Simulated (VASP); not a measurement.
# AgCl in VASP: notebook, part 2 of 2

VASP 6.6.1. The steps go on from the part before.

## Step 5: Single point, LDA

File INCAR:

```
ALGO     = Normal         # electronic algorithm
EDIFF    = 1E-6           # SCF threshold, eV
ENCUT    = 520            # plane-wave cutoff, eV
ISIF     = 2              # what is computed and relaxed
ISMEAR   = -1             # smearing method
LASPH    = T              # aspherical terms in the spheres
LCHARG   = T              # write CHGCAR
LELF     = T              # ELF
LREAL    = F              # projectors in reciprocal space
LVHAR    = T            
LWAVE    = F              # write WAVECAR
NBANDS   = 66             # bands
NELM     = 80             # most SCF steps
PREC     = Accurate       # precision mode
SIGMA    = 0.05           # smearing width, eV
```

File KPOINTS:

```
k-points
0
Gamma
  2 2 1
```

File POSCAR:

```
AgCl
1.0
    5.3146610000      0.0000000000      0.0000000000
   -2.2773570000      6.1553540000      0.0000000000
    0.0000000000      0.0000000000     16.3285760000
Ag Cl
6 6
Direct
    0.8588728462      0.9354782844      0.1049448525
    0.6743729919      0.3077970820      0.0789903541
    0.3165379714      0.2822096016      0.2172081632
    0.2483055086      0.8904443189      0.2749964234
    0.8522781406      0.3517100722      0.3975178240
    0.5851013938      0.6730238423      0.3416770697
    0.1969042292      0.3691907890      0.0612423276
    0.3363273091      0.8740683314      0.1226928790
    0.8100542699      0.5820623802      0.1921294300
    0.8607057655      0.0615886592      0.2937243272
    0.1515910972      0.7396975056      0.4163437155
    0.3856071450      0.3447730220      0.4020803774
```

Command:

```bash
$ cat potpaw_LDA.64/Ag/POTCAR potpaw_LDA.64/Cl/POTCAR > POTCAR
$ mpirun -np 1 vasp_std > vasp.out
```

It took 9.1 min on 1 thread of Oxide Virtual Turin-like, shared host; peak memory 0.41 GiB.

Results (log left out):

```
Free energy            : -38.1179 eV
Largest force          : 1.413 eV/Å
Band gap on the k mesh : 0.67 eV, indirect (least direct gap 1.12 eV)
```

Forces on the atoms (eV/Å):
```
Ag  -0.135  0.332  0.440
Ag   0.071 -0.345  0.255
Ag  -0.129  0.547 -0.194
Ag   0.226 -0.509  0.261
Ag   0.277  0.171 -0.281
Ag   0.294  1.231 -0.629
Cl  -0.077 -0.883  0.305
Cl   0.654  1.003 -0.121
Cl  -0.692 -0.380  0.184
Cl  -0.344 -0.123 -0.219
Cl  -0.186  0.274 -0.352
Cl   0.040 -1.319  0.352
```

Levels at points of the mesh, in eV from the valence-band top:
| k point | band 50 | band 51 | band 52 | band 53 | band 54 | band 55 | band 56 | band 57 | band 58 | band 59 |
| --- | --- | --- | --- | --- | --- | --- | --- | --- | --- | --- |
| (0.00, 0.00, 0.00) | -1.29 | -1.16 | -0.98 | -0.74 | -0.45 | 0.67 | 2.03 | 3.05 | 3.08 | 3.62 |
| (0.50, 0.00, 0.00) | -0.99 | -0.92 | -0.56 | -0.34 | -0.03 | 2.55 | 2.75 | 3.40 | 3.76 | 4.09 |
| (0.00, 0.50, 0.00) | -1.35 | -1.21 | -1.07 | -0.91 | -0.52 | 1.77 | 2.18 | 2.30 | 3.10 | 3.47 |
| (0.50, 0.50, 0.00) | -1.02 | -0.86 | -0.80 | -0.34 | 0.00 | 2.24 | 2.70 | 2.96 | 3.81 | 4.28 |

Caveat: the k points lie up to 0.63 Å⁻¹ apart.

## Step 6: Single point, LDA

File INCAR:

```
  PREC = Accurate
  ENCUT = 520
  EDIFF = 1E-7
  ISMEAR = -1
  SIGMA = 0.05
  LREAL = F
  LASPH = T
  NELM = 60
  ALGO = Normal
  ISIF = 2
  LWAVE = F
  LCHARG = F
  GGA = CA
  NBANDS = 66
```

File KPOINTS:

```
regular mesh
0
Gamma
  2 2 1
```

File POSCAR:

```
AgCl
1.0
    5.3146610000      0.0000000000      0.0000000000
   -2.2773570000      6.1553540000      0.0000000000
    0.0000000000      0.0000000000     16.3285760000
Ag Cl
6 6
Direct
    0.8588728462      0.9354782844      0.1049448525
    0.6743729919      0.3077970820      0.0789903541
    0.2102917278      0.4577803324      0.2504137532
    0.2939878197      0.8824025393      0.2746779633
    0.9137696011      0.3737559205      0.3722921092
    0.6681541465      0.8405852856      0.3969360219
    0.1969042292      0.3691907890      0.0612423276
    0.3363273091      0.8740683314      0.1226928790
    0.7015869666      0.5251688205      0.2108328369
    0.9745819364      0.0838132137      0.2718975617
    0.1816612424      0.7991579363      0.4267916565
    0.4437154949      0.4078400690      0.4410917400
```

Potentials or basis: VASP PAW LDA potentials, release 64 (Ag, Cl).

Command:

```bash
$ cat potpaw_LDA.64/Ag/POTCAR potpaw_LDA.64/Cl/POTCAR > POTCAR
$ mpirun -np 1 vasp_std > vasp.out
```

OUTCAR:

```text
PREC = Accurate
   ENCUT = 520
   EDIFF = 1E-7
   ISMEAR = -1
   LREAL = F
   LASPH = T
   NELM = 60
   ISIF = 2
   GGA = CA

 ion  position               nearest neighbor table
   1  0.859  0.935  0.105-   8 2.68   8 2.72   7 2.88  10 2.89   2 2.96   9 3.06
   2  0.674  0.308  0.079-   9 2.56   7 2.68   7 2.72   8 2.88   1 2.96
   3  0.210  0.458  0.250-  10 2.36   5 2.48   9 2.57   4 2.69   9 2.96
   4  0.294  0.882  0.275-  10 2.49   8 2.49  11 2.57   3 2.69   6 2.90
   5  0.914  0.374  0.372-   3 2.48  10 2.62  11 2.80  12 2.82  12 2.97   6 3.31
   6  0.668  0.841  0.397-  11 2.55  10 2.75  12 2.77  11 2.88   4 2.90   5 3.31
   7  0.197  0.369  0.061-   2 2.68   2 2.72   1 2.88
   8  0.336  0.874  0.123-   4 2.49   1 2.68   1 2.72   2 2.88
   9  0.702  0.525  0.211-   2 2.56   3 2.57   3 2.96   1 3.06
  10  0.975  0.084  0.272-   3 2.36   4 2.49   5 2.62   6 2.75   1 2.89
  11  0.182  0.799  0.427-   6 2.55   4 2.57   5 2.80   6 2.88
  12  0.444  0.408  0.441-   6 2.77   5 2.82   5 2.97

  LATTYP: Found a simple monoclinic cell.
 ALAT       =     5.3146610000
 B/A-ratio  =     3.0723645403
 C/A-ratio  =     1.2349112675
 COS(beta)  =    -0.3469922661

  Lattice vectors:

 A1 = (   5.3146610000,   0.0000000000,   0.0000000000)
 A2 = (   0.0000000000,   0.0000000000, -16.3285760000)
 A3 = (  -2.2773570000,   6.1553540000,   0.0000000000)

Analysis of symmetry for initial positions (statically):
=====================================================================
 Subroutine PRICEL returns:
 Original cell was already a primitive cell.

 Routine SETGRP: Setting up the symmetry group for a
 simple monoclinic supercell.

 Subroutine GETGRP returns: Found  1 space group operations
 (whereof  1 operations were pure point group operations)
 out of a pool of  4 trial point group operations.

The static configuration has the point symmetry C_1 .

Analysis of symmetry for dynamics (positions and initial velocities):
=====================================================================
 Subroutine PRICEL returns:
 Original cell was already a primitive cell.

 Routine SETGRP: Setting up the symmetry group for a
 simple monoclinic supercell.

 Subroutine GETGRP returns: Found  1 space group operations
 (whereof  1 operations were pure point group operations)
 out of a pool of  4 trial point group operations.

The dynamic configuration has the point symmetry C_1 .

 Subroutine INISYM returns: Found  1 space group operations
 (whereof  1 operations are pure point group operations),
 and found     1 'primitive' translations

----------------------------------------------------------------------------------------

                                     Primitive cell

  volume of cell :     534.1668

  direct lattice vectors                    reciprocal lattice vectors
     5.314661000  0.000000000  0.000000000     0.188158756  0.069614950  0.000000000
[... 62 lines left out ...]
            Coordinates               Weight
  0.000000  0.000000  0.000000      1.000000
  0.500000  0.000000  0.000000      1.000000
  0.000000  0.500000  0.000000      1.000000
  0.500000  0.500000  0.000000      1.000000
   k-points           NKPTS =      4   k-points in BZ     NKDIM =      4   number of bands    NBANDS=     66
   number of dos      NEDOS =    301   number of ions     NIONS =     12
   total plane-waves  NPLWV = 252000
   dimension x,y,z NGX =    40 NGY =   50 NGZ =  126
   dimension x,y,z NGXF=    80 NGYF=  100 NGZF=  252
   ions per type =               6   6
   NGX,Y,Z   is equivalent  to a cutoff of  12.51, 12.67, 12.83 a.u.
   NGXF,Y,Z  is equivalent  to a cutoff of  25.02, 25.33, 25.66 a.u.
 SYSTEM =  unknown system
   PREC   = accura    normal or accurate (medium, high low for compatibility)
   ISTART =      0    job   : 0-new  1-cont  2-samecut
   ICHARG =      2    charge: 1-file 2-atom 10-const
   ISPIN  =      1    spin polarized calculation?
   LNONCOLLINEAR =      F non collinear calculations
   LSORBIT =      F    spin-orbit coupling
   LASPH  =      T    aspherical Exc in radial PAW
   ENCUT  =  520.0 eV  38.22 Ry    6.18 a.u.   9.88 12.20 30.36*2*pi/ulx,y,z
   NELM   =     60;   NELMIN=  2; NELMDL= -5     # of ELM steps
   EDIFF  = 0.1E-06   stopping-criterion for ELM
   LREAL  =      F    real-space projection
   EDIFFG = 0.1E-05   stopping-criterion for IOM
   NSW    =      0    number of steps for IOM
   IBRION =     -1    ionic relax: 0-MD 1-quasi-New 2-CG
   NFREE  =      0    steps in history (QN), initial steepest desc. (CG)
   ISIF   =      2    stress and relaxation
   ISYM   =      2    0-nonsym 1-usesym 2-fastsym
   POTIM  = 0.5000    time-step for ionic-motion
   TEBEG  =    0.0;   TEEND  =   0.0 temperature during run
   PSTRESS=    0.0 pullay stress
   NELECT =     108.0000    total number of electrons
   NUPDOWN=      -1.0000    fix difference up-down
   EMIN   =  10.00;   EMAX   =-10.00  energy-range for DOS
   EFERMI =   0.00;   METHOD = LEGACY
   ISMEAR =    -1;   SIGMA  =   0.05  broadening in eV -4-tet -1-fermi 0-gaus
   EFERMI_NEDOS =   21; number of points for ismear=-14 and -15
   IALGO  =     38    algorithm
   IMIX   =      4    mixing-type and parameters
     AMIX     =   0.40;   BMIX     =  1.00
     AMIX_MAG =   1.60;   BMIX_MAG =  1.00
  volume/ion in A,a.u.               =      44.51       300.39
  Fermi-wavevector in a.u.,A,eV,Ry     =   0.960853  1.815750 12.561432  0.923239
  Thomas-Fermi vector in A             =   2.090174
   LORBIT       =      0    0 simple, 1 ext, 2 COOP (PROOUT), +10 PAW based schemes
   GGA     = CA    functional components
   LHFCALC =     F    Hartree Fock is set to
   AEXX    =    0.0000 exact exchange contribution
   IVDW    =     0    specifies the selected vdW correction
   LEPSILON=     F    determine dielectric tensor
   LRPA    =     F    only Hartree local field effects (RPA)
 non-spin polarized calculation
  energy-cutoff  :      520.00
  volume of cell :      534.17
 maximum number of plane-waves:     14422
 NGX is ok and might be reduce to    40
   NGX = 19   NGY = 25   NGZ = 61

 number of electron     108.0000007 magnetization

 Free energy of the ion-electron system (eV)
  ---------------------------------------------------
  ext. energy  EPLUGINS =         0.00000000
  ---------------------------------------------------
  free energy    TOTEN  =       -37.49471744 eV

  energy without entropy =      -37.49469906  energy(sigma->0) =      -37.49470825

 E-fermi :  -1.3441     XC(G=0):  -5.7391

 val. band max:       -1.8717875019   @ k =   0.5000   0.5000   0.0000
 cond. band min:      -0.8258932311   @ k =   0.0000   0.0000   0.0000
 fundamental gap:      1.0458942708
 Fermi energy:        -1.3441116337

 k-point     1 :       0.0000    0.0000    0.0000
  band No.  band energies     occupation
      1     -17.0401      2.00000
      2     -16.3216      2.00000
      3     -16.0724      2.00000
      4     -15.9239      2.00000
      5     -15.2926      2.00000
      6     -14.7558      2.00000
[... 265 lines left out ...]
     65       5.0059      0.00000
     66       5.2353      0.00000

------------------------ aborting loop because EDIFF is reached ----------------------------------------

  FORCE on cell =-STRESS in cart. coord.  units (eV):
  Direction    XX          YY          ZZ          XY          YZ          ZX
  --------------------------------------------------------------------------------------
  -------------------------------------------------------------------------------------
  Total      -13.3969156     -5.3030452     -5.7429823     -1.6442527      0.8161844     -0.4869045
  in kB      -40.1826422    -15.9059273    -17.2254726     -4.9317633      2.4480595     -1.4604188
  external PRESSURE =     -24.4380140 kB  Pullay stress =       0.0000000 kB

 VOLUME and BASIS-vectors are now :
 -----------------------------------------------------------------------------
  energy-cutoff  :      520.00
  volume of cell :      534.17
      direct lattice vectors                 reciprocal lattice vectors
     5.314661000  0.000000000  0.000000000     0.188158756  0.069614950  0.000000000
    -2.277357000  6.155354000  0.000000000     0.000000000  0.162460193  0.000000000
     0.000000000  0.000000000 16.328576000     0.000000000  0.000000000  0.061242328

 POSITION                                       TOTAL-FORCE (eV/Angst)
 -----------------------------------------------------------------------------------
      2.43420      5.75820      1.71360        -0.003537      0.335443      0.441313
      2.88310      1.89460      1.28980         0.110965     -0.100104      0.318243
      0.07510      2.81780      4.08890         1.109691      0.980297     -1.463731
     -0.44710      5.43150      4.48510         0.258851     -0.230659      0.272417
      4.00520      2.30060      6.07900        -1.046455      0.089219      1.426663
      1.63670      5.17410      6.48140         0.073974     -0.506292     -0.174138
      0.20570      2.27250      1.00000        -0.413003     -0.917793      0.247527
     -0.20310      5.38020      2.00340         0.276896      0.490535      0.192478
      2.53270      3.23260      3.44260         0.117783      0.172836      0.115412
      4.98870      0.51590      4.43970        -0.886287     -0.629144      0.315715
     -0.85450      4.91910      6.96890        -0.247776      0.024274     -0.831594
      1.42940      2.51040      7.20240         0.648898      0.291389     -0.860304
 -----------------------------------------------------------------------------------
    total drift:                                0.000013     -0.000136     -0.000160

  FREE ENERGIE OF THE ION-ELECTRON SYSTEM (eV)
  ---------------------------------------------------
  free  energy   TOTEN  =       -37.4947174449 eV

  energy  without entropy=      -37.4946990587  energy(sigma->0) =      -37.49470825
```

Run time: 9.4 min. Hardware: 1 thread of Oxide Virtual Turin-like, shared host; peak memory 0.41 GiB.

What came out:

```yaml
Free_energy: -37.4947 eV
Largest_force: 2.082 eV/Å
Band_gap_on_the_k_mesh: 1.05 eV, indirect (least direct gap 1.30 eV)
```

Forces in eV/Å, atoms in the order of the input:
```
Ag  -0.004  0.335  0.441
Ag   0.111 -0.100  0.318
Ag   1.110  0.980 -1.464
Ag   0.259 -0.231  0.272
Ag  -1.046  0.089  1.427
Ag   0.074 -0.506 -0.174
Cl  -0.413 -0.918  0.248
Cl   0.277  0.491  0.192
Cl   0.118  0.173  0.115
Cl  -0.886 -0.629  0.316
Cl  -0.248  0.024 -0.832
Cl   0.649  0.291 -0.860
```

Caveat: the k points lie up to 0.63 Å⁻¹ apart.
